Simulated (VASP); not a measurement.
Input of a VASP 6.6.1 run:

INCAR

```
SYSTEM = MnSi
ALGO = Normal
EDIFF = 1E-8
ENCUT = 520
GGA = PE
ISIF = 2
ISMEAR = -1
ISPIN = 2
LASPH = .True.
LCHARG = .False.
LEFG = .True.
LMAXMIX = 4
LORBIT = 11
LREAL = .False.
LWAVE = .False.
MAGMOM = 4 0
NBANDS = 20
NELM = 150
PREC = Accurate
SIGMA = 0.05
```

The input KPOINTS:

```
k-points
0
Gamma
  15 15 15
  0 0 0
```

The input POSCAR:

```
MnSi
1.0
    0.0000000000      2.3740455864      2.4224954964
    2.3740455864      0.0000000000      2.4224954964
    2.3740455864      2.3740455864      0.0000000000
Mn Si
1 1
Direct
    0.0000000000      0.0000000000      0.0000000000
    0.5000000000      0.5000000000      0.5000000000
```

Potentials or basis: VASP PAW PBE potentials, release 64 (Mn_pv, Si).

Command:

```sh
$ cat potpaw_PBE.64/Mn_pv/POTCAR potpaw_PBE.64/Si/POTCAR > POTCAR
$ mpirun -np 1 vasp_std > vasp.out
```

Q: What does it give for the site moments?

A: Mn +2.45; Si -0.10 μB.

Q: Predict the net moment.

A: 2.35 μB per cell.

Stress tensor (GPa, compression positive):
```
6.01 0.00 0.00
0.00 6.01 0.00
0.00 0.00 1.85
```

Caveat: the cell differs from its parent crystal (x and y stretched by -2 %, z held); without QUAD_EFG the Cq values of the log hold for a quadrupole moment of 1 mb, not for the nuclei.
